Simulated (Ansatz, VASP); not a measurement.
# Two plane-wave programs on Ag

INCAR

```
  PREC = Accurate
  ENCUT = 520
  EDIFF = 1E-7
  ISMEAR = 0
  SIGMA = 0.1
  LREAL = F
  LASPH = T
  NELM = 80
  ALGO = Normal
  ISIF = 2
  LWAVE = F
  LCHARG = F
  GGA = PS
  NBANDS = 12
```

KPOINTS

```
Automatic mesh
0
Gamma
  8 8 8
```

POSCAR

```
Ag
1.0
    0.0000000000      2.0521781800      2.0521781800
    2.0521781800      0.0000000000      2.0521781800
    2.0521781800      2.0521781800      0.0000000000
Ag
1
Direct
    0.0000000000      0.0000000000      0.0000000000
```

Input for Ansatz:

```yaml
crystal:
  lattice:
    - [0.0, 2.05217818, 2.05217818]
    - [2.05217818, 0.0, 2.05217818]
    - [2.05217818, 2.05217818, 0.0]
  atoms:
    - { symbol: Ag, position: [0.0, 0.0, 0.0] }
basis:
  ecutwfc: 420
kpoints:
  mp_grid: { grid: [8, 8, 8] }
hamiltonian:
  xc: pbesol
scf:
  occupations: { method: gaussian, width: 0.1 }
output:
  forces: true
  stress: true
  eigenvalues: true
```

Alike in both runs: task single point; functional PBEsol; k mesh 8 × 8 × 8; occupations gaussian, width 0.1 eV; no spin polarisation.

|  | VASP | Ansatz |
| --- | --- | --- |
| version | VASP 6.6.1 | Ansatz 0.2.0 |
| potentials or method | VASP PAW PBE potentials, release 64 (Ag), cutoff 520 eV | scalar-relativistic, plane waves, PAW |
| valence electrons in the cell | 11 | 19 |

Ansatz gave:

```
gap on the k mesh at the Fermi level (eV) : none
pressure (GPa)                            : -3.4
```

Which values does VASP return?

gap on the k mesh at the Fermi level (eV): none; pressure (GPa): -3.6.

VASP's potentials were made for PBE, not for PBEsol. A gap of «none» marks a metal or a gap that the smearing closes. The functional is the same, so the differences come from potentials, cutoffs and numerics. VASP's potentials hold 11 valence electrons a cell and Ansatz's 19, so a difference there can come from the potentials and not from the codes.
